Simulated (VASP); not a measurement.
Here is a VASP 6.6.1 calculation.

File INCAR:

```
ALGO     = Normal         # electronic algorithm
EDIFF    = 1E-6           # SCF threshold, eV
EDIFFG   = -0.08          # ionic threshold
ENCUT    = 600            # plane-wave cutoff, eV
GGA      = PE             # functional
IBRION   = 2              # ionic algorithm
ISIF     = 3              # what is computed and relaxed
ISMEAR   = 0              # smearing method
LASPH    = T              # aspherical terms in the spheres
LCHARG   = F              # write CHGCAR
LREAL    = F              # projectors in reciprocal space
LWAVE    = F              # write WAVECAR
NELM     = 60             # most SCF steps
NSW      = 36             # ionic steps
PREC     = Accurate       # precision mode
SIGMA    = 0.2            # smearing width, eV
```

KPOINTS

```
k-points
0
Gamma
  4 4 2
```

Contents of POSCAR:

```
TaGe4Pt
1.0
    4.2701878100      0.0000000000      0.0000000000
   -2.1350939100      3.6980911200      0.0000000000
    0.0000000000      0.0000000000      7.5487521200
Ta Ge Pt
1 4 1
Direct
    0.0000000000      0.0000000000      0.0000000000
    0.6666666700      0.3333333300      0.0000000000
    0.6666666700      0.3333333300      0.5000000000
    0.0000000000      0.0000000000      0.2616015400
    0.0000000000      0.0000000000      0.7383984600
    0.0000000000      0.0000000000      0.5000000000
```

Potentials or basis: VASP PAW PBE potentials, release 64 (Ta_pv, Ge_d, Pt).

The run is started by

```console
$ cat potpaw_PBE.64/Ta_pv/POTCAR potpaw_PBE.64/Ge_d/POTCAR potpaw_PBE.64/Pt/POTCAR > POTCAR
$ mpirun -np 1 vasp_std > vasp.out
```

**Question.** Estimate the relaxed volume.

**Answer.** 26.66 Å³/atom.

**Question.** Predict the relaxed cell.

**Answer.** a = 4.354 Å, b = 4.354 Å, c = 9.741 Å, α = 90.00°, β = 90.00°, γ = 120.00°.

**Question.** Predict the space group after relaxing (to 0.05 Å).

**Answer.** P-6m2 (No. 187).

Stress tensor (GPa, compression positive):
```
-0.09  0.00  0.00
 0.00 -0.09  0.00
 0.00  0.00  0.12
```

Caveat: the k points lie up to 0.42 Å⁻¹ apart in the final cell; the volume moved by over 15 % at a fixed basis, so the end points are rough.
